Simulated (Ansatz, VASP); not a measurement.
Pd: VASP beside Ansatz

The input INCAR:

```
  PREC = Accurate
  ENCUT = 500
  EDIFF = 1E-6
  ISMEAR = -1
  SIGMA = 0.02
  LREAL = False
  LASPH = True
  NELM = 120
  ALGO = Normal
  ISIF = 2
  LWAVE = False
  LCHARG = False
  GGA = PS
  NBANDS = 17
  GGA_COMPAT = False
```

The input KPOINTS:

```
Automatic mesh
0
Gamma
  5 5 3
```

The input POSCAR:

```
Pd
1.0
    2.7836650000      0.0000000000      0.0000000000
   -1.3918325000      2.4107246056      0.0000000000
    0.0000000000      0.0000000000      4.6288930000
Pd
2
Direct
    0.6666666667      0.3333333333      0.7500000000
    0.3333333333      0.6666666667      0.2500000000
```

Input for Ansatz:

```yaml
crystal:
  lattice:
    a: 2.783665
    b: 2.783665
    c: 4.628893
    alpha: 90.0
    beta: 90.0
    gamma: 120.0
  space_group: 194
  atoms:
    - { symbol: Pd, position: [0.6666666666666666, 0.3333333333333333, 0.75] }
kpoints:
  mp_grid:
    grid: [5, 5, 3]
    shift: [0.0, 0.0, 0.0]
hamiltonian:
  xc: pbesol
  pseudopotentials:
    kind: all_electron
    lapw: {}
scf:
  mixing:
    algorithm: broyden
    beta: 0.5
  occupations:
    method: fermi_dirac
    width: 0.02
output:
  forces: true
  stress: true
  eigenvalues: true
```

Alike in both runs: task single point; functional PBEsol; k mesh 5 × 5 × 3; occupations fermi-dirac, width 0.02 eV; no spin polarisation.

```csv
,VASP,Ansatz
version,VASP 6.6.1,Ansatz 0.2.0
potentials or method,"VASP PAW PBE potentials, release 64 (Pd), cutoff 500 eV",all-electron (LAPW or listed datasets)
```

```csv
,VASP,Ansatz,Ansatz less VASP
gap on the k mesh at the Fermi level (eV),none,none,-
pressure (GPa),-8.0,-7.9,+0.09
"traceless stress, the component that is largest in VASP (GPa)",-2.03,-2.02,+0.007
```

VASP's potentials were made for PBE, not for PBEsol. A gap of «none» marks a metal or a gap that the smearing closes. Ansatz ran all-electron here, and VASP with PAW potentials.

The k mesh is coarse, so the values compare programs but aren't converged.
